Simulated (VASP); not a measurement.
# Al3N2 (Pm-3m) in VASP: a series of runs

Runs on Al3N2. Level: PBE. Tasks: single point, relaxation of cell and atoms.

Everything below comes from runs of VASP 6.6.1. Logs are shortened: lines on timing, memory, paths and dates and some standing lists are left out, and cuts for length are marked.

## Step 1: The cell of the first run

The structure is cubic, space group Pm-3m (No. 221). Conventional cell: a = 5.000 Å, b = 5.000 Å, c = 5.000 Å, α = 90.00°, β = 90.00°, γ = 90.00°. Within 3.3 Å of Al (site symmetry 4/mmm) lie 2 N at 2.50 Å. N (site symmetry m-3m) has 12 Al at 3.54 Å and 8 N at 4.33 Å within 4.6 Å. Within 3.3 Å of N (site symmetry m-3m) lie 6 Al at 2.50 Å.

The cell was generated, and may not be a known phase.

## Step 2: Single point, PBE

Contents of INCAR:

```
ALGO = Normal
EDIFF = 1E-6
ENCUT = 520
GGA = PE
ISIF = 2
ISMEAR = 0
LASPH = T
LCHARG = T
LELF = T
LREAL = F
LVHAR = T
LWAVE = F
NBANDS = 18
NELM = 60
PREC = Accurate
SIGMA = 0.1
```

Contents of KPOINTS:

```
k-points
0
Gamma
  4 4 4
```

Contents of POSCAR:

```
Al3N2
1.0
    5.0002245300      0.0000000000      0.0000000000
    0.0000000000      5.0002245300      0.0000000000
    0.0000000000      0.0000000000      5.0002245300
Al N
3 2
Direct
    0.5000000000      0.0000000000      0.0000000000
    0.0000000000      0.5000000000      0.0000000000
    0.0000000000      0.0000000000      0.5000000000
    0.5000000000      0.5000000000      0.5000000000
    0.0000000000      0.0000000000      0.0000000000
```

Potentials or basis: VASP PAW PBE potentials, release 64 (Al, N).

The run is started by

```console
> cat potpaw_PBE.64/Al/POTCAR potpaw_PBE.64/N/POTCAR > POTCAR
> mpirun -np 1 vasp_std > vasp.out
```

OUTCAR:

```text
EDIFF = 1E-6
   ENCUT = 520
   GGA = PE
   ISIF = 2
   ISMEAR = 0
   LASPH = T
   LREAL = F
   NELM = 60
   PREC = Accurate

 ion  position               nearest neighbor table
   1  0.500  0.000  0.000-   5 2.50   5 2.50
   2  0.000  0.500  0.000-   5 2.50   5 2.50
   3  0.000  0.000  0.500-   5 2.50   5 2.50
   4  0.500  0.500  0.500-
   5  0.000  0.000  0.000-   1 2.50   2 2.50   3 2.50   3 2.50   2 2.50   1 2.50

  LATTYP: Found a simple cubic cell.
 ALAT       =     5.0002245300

  Lattice vectors:

 A1 = (   5.0002245300,   0.0000000000,   0.0000000000)
 A2 = (   0.0000000000,   5.0002245300,   0.0000000000)
 A3 = (   0.0000000000,   0.0000000000,   5.0002245300)

Analysis of symmetry for initial positions (statically):
=====================================================================
 Subroutine PRICEL returns:
 Original cell was already a primitive cell.

 Routine SETGRP: Setting up the symmetry group for a
 simple cubic supercell.

 Subroutine GETGRP returns: Found 48 space group operations
 (whereof 48 operations were pure point group operations)
 out of a pool of 48 trial point group operations.

The static configuration has the point symmetry O_h .

Analysis of symmetry for dynamics (positions and initial velocities):
=====================================================================
 Subroutine PRICEL returns:
 Original cell was already a primitive cell.

 Routine SETGRP: Setting up the symmetry group for a
 simple cubic supercell.

 Subroutine GETGRP returns: Found 48 space group operations
 (whereof 48 operations were pure point group operations)
 out of a pool of 48 trial point group operations.

The dynamic configuration has the point symmetry O_h .

 Subroutine INISYM returns: Found 48 space group operations
 (whereof 48 operations are pure point group operations),
 and found     1 'primitive' translations

----------------------------------------------------------------------------------------

                                     Primitive cell

  volume of cell :     125.0168

  direct lattice vectors                    reciprocal lattice vectors
     5.000224530  0.000000000  0.000000000     0.199991019  0.000000000  0.000000000
     0.000000000  5.000224530  0.000000000     0.000000000  0.199991019  0.000000000
     0.000000000  0.000000000  5.000224530     0.000000000  0.000000000  0.199991019

  length of vectors
     5.000224530  5.000224530  5.000224530     0.199991019  0.199991019  0.199991019

  position of ions in fractional coordinates (direct lattice)
     0.500000000  0.000000000  0.000000000
     0.000000000  0.500000000  0.000000000
     0.000000000  0.000000000  0.500000000
     0.500000000  0.500000000  0.500000000
     0.000000000  0.000000000  0.000000000

  ion indices of the primitive-cell ions
   primitive index   ion index
                 1           1
                 2           2
                 3           3
                 4           4
                 5           5

----------------------------------------------------------------------------------------

 KPOINTS: k-points

Automatic generation of k-mesh.
 Grid dimensions read from file:
 generate k-points for:    4    4    4

 Generating k-lattice:

  Cartesian coordinates                     Fractional coordinates (reciprocal lattice)
     0.049997755  0.000000000  0.000000000     0.250000000  0.000000000  0.000000000
     0.000000000  0.049997755  0.000000000     0.000000000  0.250000000  0.000000000
     0.000000000  0.000000000  0.049997755     0.000000000  0.000000000  0.250000000

  Length of vectors
     0.049997755  0.049997755  0.049997755

  Shift w.r.t. Gamma in fractional coordinates (k-lattice)
     0.000000000  0.000000000  0.000000000

 Subroutine IBZKPT returns following result:
 ===========================================

 Found     10 irreducible k-points:

 Following reciprocal coordinates:
            Coordinates               Weight
  0.000000  0.000000  0.000000      1.000000
  0.250000  0.000000  0.000000      6.000000
  0.500000  0.000000  0.000000      3.000000
  0.250000  0.250000  0.000000     12.000000
  0.500000  0.250000  0.000000     12.000000
  0.500000  0.500000  0.000000      3.000000
  0.250000  0.250000  0.250000      8.000000
  0.500000  0.250000  0.250000     12.000000
  0.500000  0.500000  0.250000      6.000000
  0.500000  0.500000  0.500000      1.000000
   k-points           NKPTS =     10   k-points in BZ     NKDIM =     10   number of bands    NBANDS=     18
   number of dos      NEDOS =    301   number of ions     NIONS =      5
   total plane-waves  NPLWV =  64000
   dimension x,y,z NGX =    40 NGY =   40 NGZ =   40
   dimension x,y,z NGXF=    80 NGYF=   80 NGZF=   80
   ions per type =               3   2
   NGX,Y,Z   is equivalent  to a cutoff of  13.30, 13.30, 13.30 a.u.
   NGXF,Y,Z  is equivalent  to a cutoff of  26.60, 26.60, 26.60 a.u.
 SYSTEM =  unknown system
   PREC   = accura    normal or accurate (medium, high low for compatibility)
   ISTART =      0    job   : 0-new  1-cont  2-samecut
   ICHARG =      2    charge: 1-file 2-atom 10-const
   ISPIN  =      1    spin polarized calculation?
   LNONCOLLINEAR =      F non collinear calculations
   LSORBIT =      F    spin-orbit coupling
   LASPH  =      T    aspherical Exc in radial PAW
   ENCUT  =  520.0 eV  38.22 Ry    6.18 a.u.   9.30  9.30  9.30*2*pi/ulx,y,z
   NELM   =     60;   NELMIN=  2; NELMDL= -5     # of ELM steps
   EDIFF  = 0.1E-05   stopping-criterion for ELM
   LREAL  =      F    real-space projection
   EDIFFG = 0.1E-04   stopping-criterion for IOM
   NSW    =      0    number of steps for IOM
   IBRION =     -1    ionic relax: 0-MD 1-quasi-New 2-CG
   NFREE  =      0    steps in history (QN), initial steepest desc. (CG)
   ISIF   =      2    stress and relaxation
   ISYM   =      2    0-nonsym 1-usesym 2-fastsym
   POTIM  = 0.5000    time-step for ionic-motion
   TEBEG  =    0.0;   TEEND  =   0.0 temperature during run
   PSTRESS=    0.0 pullay stress
   NELECT =      19.0000    total number of electrons
   NUPDOWN=      -1.0000    fix difference up-down
   EMIN   =  10.00;   EMAX   =-10.00  energy-range for DOS
   EFERMI =   0.00;   METHOD = LEGACY
   ISMEAR =     0;   SIGMA  =   0.10  broadening in eV -4-tet -1-fermi 0-gaus
   EFERMI_NEDOS =   21; number of points for ismear=-14 and -15
   IALGO  =     38    algorithm
   IMIX   =      4    mixing-type and parameters
     AMIX     =   0.40;   BMIX     =  1.00
     AMIX_MAG =   1.60;   BMIX_MAG =  1.00
  volume/ion in A,a.u.               =      25.00       168.73
  Fermi-wavevector in a.u.,A,eV,Ry     =   0.873648  1.650955 10.384796  0.763261
  Thomas-Fermi vector in A             =   1.993068
   LORBIT       =      0    0 simple, 1 ext, 2 COOP (PROOUT), +10 PAW based schemes
   GGA     = PE    functional components
   LHFCALC =     F    Hartree Fock is set to
   AEXX    =    0.0000 exact exchange contribution
   IVDW    =     0    specifies the selected vdW correction
   LEPSILON=     F    determine dielectric tensor
   LRPA    =     F    only Hartree local field effects (RPA)
 non-spin polarized calculation
 Gauss-broadening in eV      SIGMA  =   0.10
  energy-cutoff  :      520.00
  volume of cell :      125.02
 maximum number of plane-waves:      3407
 NGX is ok and might be reduce to    40
   NGX = 19   NGY = 19   NGZ = 19

 number of electron      19.0000003 magnetization

 Free energy of the ion-electron system (eV)
  ---------------------------------------------------
  ext. energy  EPLUGINS =         0.00000000
  ---------------------------------------------------
  free energy    TOTEN  =       -18.47444681 eV

  energy without entropy =      -18.44387853  energy(sigma->0) =      -18.45916267

 E-fermi :   1.6428     XC(G=0):  -8.0774

 val. band max:        1.5745394954   @ k =   0.5000   0.2500   0.2500
 cond. band min:       1.6687996991   @ k =   0.2500   0.0000   0.0000
 fundamental gap:      0.0942602037
 Fermi energy:         1.6427626344

 k-point     1 :       0.0000    0.0000    0.0000
  band No.  band energies     occupation
      1     -11.8037      2.00000
      2      -9.8358      2.00000
      3      -2.6172      2.00000
      4      -1.8400      2.00000
      5      -1.8400      2.00000
      6      -1.8400      2.00000
[... 10 lines left out ...]
     17       5.5911      0.00000
     18       7.7629      0.00000

 k-point     2 :       0.2500    0.0000    0.0000
  band No.  band energies     occupation
      1     -11.7707      2.00000
      2      -9.8335      2.00000
      3      -3.1542      2.00000
      4      -2.1733      2.00000
      5      -1.7498      2.00000
      6      -1.7498      2.00000
[... 10 lines left out ...]
     17       4.9481      0.00000
     18       8.0250      0.00000

 k-point     3 :       0.5000    0.0000    0.0000
  band No.  band energies     occupation
      1     -11.7369      2.00000
      2      -9.8318      2.00000
      3      -3.5723      2.00000
      4      -2.3343      2.00000
      5      -1.6499      2.00000
      6      -1.6499      2.00000
[... 10 lines left out ...]
     17       5.0495      0.00000
     18       5.9652      0.00000

 k-point     4 :       0.2500    0.2500    0.0000
  band No.  band energies     occupation
      1     -11.7407      2.00000
      2      -9.8256      2.00000
      3      -3.2312      2.00000
      4      -2.9465      2.00000
      5      -1.6713      2.00000
      6      -1.4066      2.00000
[... 81 lines left out ...]
      4      -3.0845      2.00000
      5      -2.6463      2.00000
      6       0.0050      2.00000
[... 10 lines left out ...]
     17       6.5072      0.00000
     18       6.8655      0.00000

 k-point     9 :       0.5000    0.5000    0.2500
  band No.  band energies     occupation
      1     -11.6571      2.00000
      2      -9.7940      2.00000
      3      -3.3912      2.00000
      4      -3.3912      2.00000
      5      -2.6948      2.00000
      6       0.2454      2.00000
[... 10 lines left out ...]
     17       6.7618      0.00000
     18       7.3807      0.00000

 k-point    10 :       0.5000    0.5000    0.5000
  band No.  band energies     occupation
      1     -11.6314      2.00000
      2      -9.7841      2.00000
      3      -3.2113      2.00000
      4      -3.2113      2.00000
      5      -3.2113      2.00000
      6      -0.1306      2.00000
[... 10 lines left out ...]
     17       7.5601      0.00000
     18       7.5601      0.00000

------------------------ aborting loop because EDIFF is reached ----------------------------------------

  FORCE on cell =-STRESS in cart. coord.  units (eV):
  Direction    XX          YY          ZZ          XY          YZ          ZX
  --------------------------------------------------------------------------------------
  -------------------------------------------------------------------------------------
  Total      -12.0950387    -12.0950387    -12.0950387     -0.0000000      0.0000000      0.0000000
  in kB     -155.0062920   -155.0062920   -155.0062920     -0.0000000      0.0000000      0.0000000
  external PRESSURE =    -155.0062920 kB  Pullay stress =       0.0000000 kB

 VOLUME and BASIS-vectors are now :
 -----------------------------------------------------------------------------
  energy-cutoff  :      520.00
  volume of cell :      125.02
      direct lattice vectors                 reciprocal lattice vectors
     5.000224530  0.000000000  0.000000000     0.199991019  0.000000000  0.000000000
     0.000000000  5.000224530  0.000000000     0.000000000  0.199991019  0.000000000
     0.000000000  0.000000000  5.000224530     0.000000000  0.000000000  0.199991019

 POSITION                                       TOTAL-FORCE (eV/Angst)
 -----------------------------------------------------------------------------------
      2.50011      0.00000      0.00000         0.000000      0.000000      0.000000
      0.00000      2.50011      0.00000         0.000000      0.000000      0.000000
      0.00000      0.00000      2.50011         0.000000      0.000000      0.000000
      2.50011      2.50011      2.50011         0.000000      0.000000      0.000000
      0.00000      0.00000      0.00000         0.000000      0.000000      0.000000
 -----------------------------------------------------------------------------------
    total drift:                                0.000000      0.000000     -0.000000

  FREE ENERGIE OF THE ION-ELECTRON SYSTEM (eV)
  ---------------------------------------------------
  free  energy   TOTEN  =       -18.4744468059 eV

  energy  without entropy=      -18.4438785299  energy(sigma->0) =      -18.45916267
```

Wall time 61 s (1 thread of Intel Xeon 8259CL, shared host); peak memory 0.24 GiB.

Results:

```
Free energy            : -18.4744 eV
Pressure               : -15.5 GPa
Band gap on the k mesh : zero (an odd number of electrons rules out a gap without spin polarisation)
```

Levels at points of the mesh, in eV from the Fermi level:
```tsv
k point	band 6	band 7	band 8	band 9	band 10	band 11	band 12	band 13
(0.00, 0.00, 0.00)	-3.48	-1.75	-1.75	-0.49	-0.49	-0.49	3.28	3.28
(0.50, 0.00, 0.00)	-3.29	-1.40	-0.63	-0.63	0.28	0.36	2.12	2.70
(0.50, 0.50, 0.00)	-2.58	-0.86	-0.86	-0.39	-0.38	1.28	1.28	2.13
(0.50, 0.50, 0.50)	-1.77	-1.77	-1.77	0.83	0.83	0.83	1.71	1.71
```

Caveat: the cell stands under tension.

## Step 3: Single point, PBE

This run uses another cell than the first one, of 12.62 Å³/atom.

Contents of INCAR:

```
SYSTEM = Al3N2
  ALGO = Normal
  EDIFF = 1E-6
  ENCUT = 520
  GGA = PE
  ISIF = 2
  ISMEAR = 0
  LASPH = .TRUE.
  LCHARG = .FALSE.
  LREAL = .FALSE.
  LWAVE = .FALSE.
  NBANDS = 18
  NELM = 100
  PREC = Accurate
  SIGMA = 0.1
```

Contents of KPOINTS:

```
k-points
0
G
  10 10 10
  0 0 0
```

POSCAR: that of step 2 with these lines changed.

```diff
@@ -2,5 +2,5 @@
 1.0
-    5.0002245300      0.0000000000      0.0000000000
-    0.0000000000      5.0002245300      0.0000000000
-    0.0000000000      0.0000000000      5.0002245300
+    3.9811894065      0.0000000000      0.0000000000
+    0.0000000000      3.9811894065      0.0000000000
+    0.0000000000      0.0000000000      3.9811894065
 Al N
```

Potentials or basis: VASP PAW PBE potentials, release 64 (Al, N).

The run is started by

```console
> cat potpaw_PBE.64/Al/POTCAR potpaw_PBE.64/N/POTCAR > POTCAR
> mpirun -np 1 vasp_std > vasp.out
```

It took 85 s on 1 thread of Intel Xeon 8259CL, shared host; peak memory 0.2 GiB.

It converged, with:

* Free energy: -24.3523 eV
* Pressure: -0.1 GPa
* Band gap on the k mesh: zero (an odd number of electrons rules out a gap without spin polarisation)

Levels at points of the mesh, in eV from the Fermi level:
```csv
k point,band 8,band 9,band 10,band 11,band 12,band 13
"(0.00, 0.00, 0.00)",-2.55,-2.55,-1.53,-1.53,5.07,5.07
"(0.50, 0.00, 0.00)",-3.13,-0.28,0.49,0.94,1.23,3.05
"(0.50, 0.50, 0.00)",-2.52,-2.06,-1.89,1.27,1.27,2.93
"(0.50, 0.50, 0.50)",-5.40,1.64,1.64,1.64,2.22,2.22
```

[end of part 1 of 2]

The gap in the log of VASP goes by the Fermi energy; the results here count the filled bands.